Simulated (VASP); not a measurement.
Write the native input for VASP 6.6.1 that does the following.

- Task: single point
- Functional: PBEsol
- Potentials or basis: VASP PAW PBE potentials, release 64 (C, Si)
- Cutoff: 520 eV
- k mesh: 9 × 9 × 1
- Occupations: gaussian, width 0.05 eV
- Spin: no spin polarisation
- Dipole correction: yes
- Further INCAR settings: ALGO = Normal; EDIFF = 1e-06; NBANDS = 26

The structure of SiC lies in POSCAR:

```
SiC
1.0
    3.0806203107      0.0000000000      0.0000000000
    0.0000000000      3.0806203107      0.0000000000
    0.0000000000      0.0000000000     24.6241462919
C Si
4 4
Direct
    0.0000000000      0.5000000000      0.3451896321
    0.5000000000      0.0000000000      0.4336526995
    0.0000000000      0.5000000000      0.5223241737
    0.5000000000      0.0000000000      0.6104066526
    0.5000000000      0.5000000000      0.3894211658
    0.0000000000      0.0000000000      0.4778842332
    0.5000000000      0.5000000000      0.5663943629
    0.0000000000      0.0000000000      0.6554385667
```

The input as run:

INCAR

```
PREC = Accurate ; ENCUT = 520
EDIFF = 1E-6 ; ISMEAR = 0
SIGMA = 0.05 ; LREAL = F
LASPH = T ; NELM = 60
ALGO = Normal ; ISIF = 2
LWAVE = F ; LCHARG = F
LDIPOL = T ; IDIPOL = 3
DIPOL = 0.5 0.5 0.500 ; GGA = PS
NBANDS = 26
```

KPOINTS

```
Automatic mesh
0
Gamma
  9 9 1
```

Potentials or basis: VASP PAW PBE potentials, release 64 (C, Si).

Run with:

```sh
$ cat potpaw_PBE.64/C/POTCAR potpaw_PBE.64/Si/POTCAR > POTCAR
$ mpirun -np 1 vasp_std > vasp.out
```

It gave:

```yaml
Largest_force: 2.024 eV/Å
Band_gap_on_the_k_mesh: zero (band 16 reaches -1.09 eV, above the bottom of band 17 at -1.62 eV)
```

Caveat: the PAW data sets were made with another functional, which shifts forces and pressure a little.

It took 96 s on 1 thread of Intel(R) Xeon(R) 6975P-C (Granite Rapids), on a shared host, peak memory 0.37 GiB.
